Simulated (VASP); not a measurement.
A run of VASP 6.6.1:

Contents of POSCAR:

```
Pd
1.0
    0.0000000000      1.9586507875      1.9586507875
    1.9586507875      0.0000000000      1.9586507875
    1.9586507875      1.9586507875      0.0000000000
Pd
1
Direct
    0.0000000000      0.0000000000      0.0000000000
```

Contents of INCAR.step1:

```
  ALGO = Normal
  EDIFF = 1E-5
  ENCUT = 550
  GGA = PE
  GGA_COMPAT = F
  ISMEAR = 0
  ISPIN = 2
  LASPH = T
  LCHARG = F
  LMAXMIX = 4
  LREAL = F
  LWAVE = T
  MAGMOM = 1
  NBANDS = 15
  NELM = 200
  PREC = Accurate
  SIGMA = 0.1
```

Contents of INCAR.step2:

```
  ALGO = Normal
  EDIFF = 1E-6
  ENCUT = 550
  GGA_COMPAT = F
  ISIF = 2
  ISMEAR = 0
  ISPIN = 2
  ISTART = 1
  LASPH = T
  LCHARG = F
  LMAXMIX = 4
  LMIXTAU = T
  LORBIT = 11
  LREAL = F
  LWAVE = F
  MAGMOM = 1
  METAGGA = R2SCAN
  NBANDS = 15
  NELM = 200
  PREC = Accurate
  SIGMA = 0.1
```

The input KPOINTS:

```
k-points
0
Gamma
  8 8 8
```

Potentials or basis: VASP PAW PBE potentials, release 64 (Pd).

Command:

```sh
$ cat potpaw_PBE.64/Pd/POTCAR > POTCAR
$ cp INCAR.step1 INCAR
$ mpirun -np 1 vasp_std > vasp.out
$ cp INCAR.step2 INCAR
$ mpirun -np 1 vasp_std > vasp.out
```

Hardware: 1 thread of Intel(R) Xeon(R) Platinum 8488C (Sapphire Rapids) (shared host).

Problem. Estimate the wall time of this run.

Solution. It took 54 s on 1 thread of Intel(R) Xeon(R) Platinum 8488C (Sapphire Rapids), with other jobs on the host, peak memory 0.16 GiB. Counts: k points 29.
